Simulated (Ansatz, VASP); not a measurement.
Two plane-wave programs on CaB6

Contents of INCAR:

```
SYSTEM = CaB6
ALGO = Normal ; EDIFF = 1E-6
EDIFFG = -0.005 ; ENCUT = 600
GGA = PE ; IBRION = 2
ISIF = 3 ; ISMEAR = 0
IVDW = 12 ; LASPH = .TRUE.
LCHARG = .FALSE. ; LREAL = .FALSE.
LWAVE = .FALSE. ; NELM = 100
NSW = 70 ; PREC = Accurate
SIGMA = 0.01
```

The input KPOINTS:

```
k-points
0
G
  8 8 8
  0 0 0
```

File POSCAR:

```
CaB6
1.0
    4.1477323187      0.0000000000      0.0000000000
    0.0000000000      4.1477323187      0.0000000000
    0.0000000000      0.0000000000      4.1477323187
Ca B
1 6
Direct
    0.5000000000      0.5000000000      0.5000000000
    0.0000000000      0.0000000000      0.2982058814
    0.0000000000      0.0000000000      0.7017941186
    0.2982058814      0.0000000000      0.0000000000
    0.7017941186      0.0000000000      0.0000000000
    0.0000000000      0.2982058814      0.0000000000
    0.0000000000      0.7017941186      0.0000000000
```

Input for Ansatz:

```yaml
crystal:
  lattice:
    - [4.1477323187, 0.0, 0.0]
    - [0.0, 4.1477323187, 0.0]
    - [0.0, 0.0, 4.1477323187]
  atoms:
    - { symbol: Ca, position: [0.5, 0.5, 0.5] }
    - { symbol: B, position: [0.0, 0.0, 0.2982058814] }
    - { symbol: B, position: [0.0, 0.0, 0.7017941186] }
    - { symbol: B, position: [0.2982058814, 0.0, 0.0] }
    - { symbol: B, position: [0.7017941186, 0.0, 0.0] }
    - { symbol: B, position: [0.0, 0.2982058814, 0.0] }
    - { symbol: B, position: [0.0, 0.7017941186, 0.0] }
basis:
  ecutwfc: 420
kpoints:
  mp_grid: { grid: [8, 8, 8] }
hamiltonian:
  xc: pbe
  dispersion: d3bj
scf:
  occupations: { method: gaussian, width: 0.01 }
output:
  forces: true
  stress: true
  eigenvalues: true
relax:
  adjacent_minimum: "off"
  f_tol: 0.005
  max_steps: 50
  cell: { stress_tol: 0.05 }
```

Alike in both runs: task relaxation of cell and atoms; functional PBE; dispersion D3(BJ); k mesh 8 × 8 × 8; occupations gaussian, width 0.01 eV; no spin polarisation.

|  | VASP | Ansatz |
| --- | --- | --- |
| version | VASP 6.6.1 | Ansatz 0.2.0 |
| potentials or method | VASP PAW PBE potentials, release 64 (Ca_sv, B), cutoff 600 eV | scalar-relativistic, plane waves, PAW |
| valence electrons in the cell | 28 | 28 |

|  | VASP | Ansatz | Ansatz less VASP |
| --- | --- | --- | --- |
| gap on the k mesh at the Fermi level, each at its own relaxed structure (eV) | 0.07 | 0.07 | -0.001 |
| relaxed volume (Å³/atom) | 9.97 | 9.97 | -0.004 |
| relaxed cell length with the largest relative difference (Å) | 4.117 | 4.117 | -0.0006 |
